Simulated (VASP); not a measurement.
Input of a VASP 6.6.1 run:

Contents of INCAR:

```
PREC = Accurate ; ENCUT = 520
EDIFF = 1E-6 ; ISMEAR = -1
SIGMA = 0.05 ; LREAL = False
LASPH = True ; NELM = 150
ALGO = Normal ; ISIF = 2
LWAVE = False ; LCHARG = False
ISPIN = 2 ; MAGMOM = 3.5
LORBIT = 11 ; LMAXMIX = 4
GGA = PS ; NBANDS = 14
```

File KPOINTS:

```
Automatic mesh
0
Gamma
  12 12 12
```

POSCAR

```
Fe
1.0
   -1.3924218213      1.3924218213      1.3924218213
    1.3924218213     -1.3924218213      1.3924218213
    1.3924218213      1.3924218213     -1.3924218213
Fe
1
Direct
    0.0000000000      0.0000000000      0.0000000000
```

Potentials or basis: VASP PAW PBE potentials, release 64 (Fe).

The run is started by

```bash
$ cat potpaw_PBE.64/Fe/POTCAR > POTCAR
$ mpirun -np 1 vasp_std > vasp.out
```

Question: Estimate the net moment.

Answer: 2.08 μB per cell.

Question: Estimate the site moments.

Answer: Fe +2.06 μB.
